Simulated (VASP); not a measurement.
Write the native input for VASP 6.6.1 that does the following.

* Task: single point
* Functional: PBE
* Potentials or basis: VASP PAW PBE potentials, release 64 (Zr_sv)
* Cutoff: 520 eV
* k mesh: 13 × 13 × 13, shifted
* Occupations: fermi-dirac, width 0.05 eV
* Spin: non-collinear spin, zero start, spin-orbit coupling
* Starting moments: [[0.0, 0.0, 0.0]] μB
* Dipole correction: no
* Further INCAR settings: ALGO = Normal; EDIFF = 1e-06; NBANDS = 23

The structure of Zr lies in POSCAR:

```
Zr
1.0
   -1.7908472709      1.7908472709      1.7908472709
    1.7908472709     -1.7908472709      1.7908472709
    1.7908472709      1.7908472709     -1.7908472709
Zr
1
Direct
    0.0000000000      0.0000000000      0.0000000000
```

These files were run (other wordings do the same):

INCAR

```
PREC = Accurate
ENCUT = 520
EDIFF = 1E-6
ISMEAR = -1
SIGMA = 0.05
LREAL = F
LASPH = T
NELM = 150
ALGO = Normal
ISIF = 2
LWAVE = F
LCHARG = F
MAGMOM = 0 0 0
LORBIT = 11
LSORBIT = T
GGA_COMPAT = F
LORBMOM = T
LMAXMIX = 4
GGA = PE
NBANDS = 23
```

KPOINTS

```
Automatic mesh
0
Gamma
  13 13 13
  0.5 0.5 0.5
```

Potentials or basis: VASP PAW PBE potentials, release 64 (Zr_sv).

The run is started by

```bash
$ cat potpaw_PBE.64/Zr_sv/POTCAR > POTCAR
$ mpirun -np 1 vasp_ncl > vasp.out
```

Results of the run:

- Pressure: -0.5 GPa
- Net moment: 0.00 μB per cell
- Valence electrons inside the program's atomic spheres: Zr 9.87

Run time: 38 s on 1 thread of Intel(R) Xeon(R) Platinum 8488C (Sapphire Rapids) (shared host), peak memory 0.22 GiB.
